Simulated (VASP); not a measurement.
## Cd: single point with PBEsol

Cd:

```
Cd
1.0
     2.37599   -4.02686    0.00000
     2.37599    4.02686    0.00000
     0.00000    0.00000    4.75829
Cd
4
Direct
  0.15250 0.84750 0.07850
  0.65250 0.34750 0.42150
  0.84750 0.15250 0.92150
  0.34750 0.65250 0.57850
```

```
Program             : VASP 6.6.1
Task                : single point
Functional          : PBEsol
Potentials or basis : VASP PAW PBE potentials, release 64 (Cd_sv_GW)
Cutoff              : 630 eV
k mesh              : 4 × 4 × 4
Occupations         : gaussian, width 0.1 eV
Spin                : no spin polarisation
```

| Property | Result |
| --- | --- |
| Pressure | 6.7 GPa |
| Largest force | 0.782 eV/Å |
| Band gap on the k mesh | zero (bands 40 and 41 overlap by 3.62 eV) |

Forces on the atoms (eV/Å):
```
Cd   0.000 -0.753  0.212
Cd   0.000 -0.753 -0.212
Cd   0.000  0.753 -0.212
Cd   0.000  0.753  0.212
```

Stress tensor (GPa, compression positive):
```
 3.38  0.00  0.00
 0.00 10.62  0.00
 0.00  0.00  5.96
```

Levels at points of the mesh, in eV from the Fermi level:
```csv
k point,band 37,band 38,band 39,band 40,band 41,band 42,band 43,band 44
"(0.00, 0.00, 0.00)",-8.08,-1.33,-1.08,0.74,1.21,1.87,3.10,3.14
"(0.50, 0.00, 0.00)",-5.98,-5.98,-0.66,-0.66,0.82,0.82,3.37,3.37
"(0.50, 0.50, 0.00)",-6.31,-5.26,-1.53,-0.57,0.98,1.46,3.09,3.29
"(0.00, 0.00, 0.50)",-6.66,-6.66,2.34,2.34,2.61,2.61,3.37,3.37
"(0.50, 0.00, 0.50)",-4.12,-4.12,-3.90,-3.90,0.37,0.37,3.19,3.19
"(0.50, 0.50, 0.50)",-4.46,-4.46,-3.20,-3.20,0.99,0.99,1.74,1.74
```

Wall time 110 s on 1 thread of Intel(R) Xeon(R) Platinum 8375C CPU @ 2.90GHz (Ice Lake), on a shared host, peak memory 0.3 GiB.

Caveat: the k points lie up to 0.38 Å⁻¹ apart, too coarse for converged energies and pressures of a metal; the PAW data sets were made with another functional, which shifts forces and pressure a little.
